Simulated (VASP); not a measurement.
Write the native input for VASP 6.6.1 that does the following.

- Task: single point
- Functional: PBE
- Potentials or basis: VASP PAW PBE potentials, release 64 (Ir)
- Cutoff: 520 eV
- k mesh: 24 × 24 × 24
- Occupations: gaussian, width 0.15 eV
- Spin: no spin polarisation
- Dipole correction: no
- Further INCAR settings: ALGO = Fast; EDIFF = 1e-06; NBANDS = 10

The structure of Ir lies in POSCAR:

```
Ir
1.0
    0.0000000000      1.8065068646      2.1678082376
    1.8065068646      0.0000000000      2.1678082376
    1.8065068646      1.8065068646      0.0000000000
Ir
1
Direct
    0.0000000000      0.0000000000      0.0000000000
```

This cell differs from its parent crystal: ratio of the length along z to the lengths across it x 1.2, volume and fractional coordinates fixed.

These files were run (other wordings do the same):

INCAR

```
SYSTEM = Ir
PREC = Accurate
ENCUT = 520
EDIFF = 1E-6
ISMEAR = 0
SIGMA = 0.15
LREAL = .FALSE.
LASPH = .TRUE.
NELM = 60
ALGO = Fast
ISIF = 2
LWAVE = .FALSE.
LCHARG = .TRUE.
GGA = PE
LELF = .TRUE.
LVHAR = .TRUE.
NBANDS = 10
```

KPOINTS

```
regular mesh
0
G
  24 24 24
  0 0 0
```

Potentials or basis: VASP PAW PBE potentials, release 64 (Ir).

The run is started by

```console
$ cat potpaw_PBE.64/Ir/POTCAR > POTCAR
$ mpirun -np 1 vasp_std > vasp.out
```

Results of the run:

| Quantity | Value |
| --- | --- |
| Pressure | 18.7 GPa |

It took 2 min on 1 thread of Intel(R) Xeon(R) Platinum 8488C (Sapphire Rapids), on a shared host, peak memory 0.28 GiB.
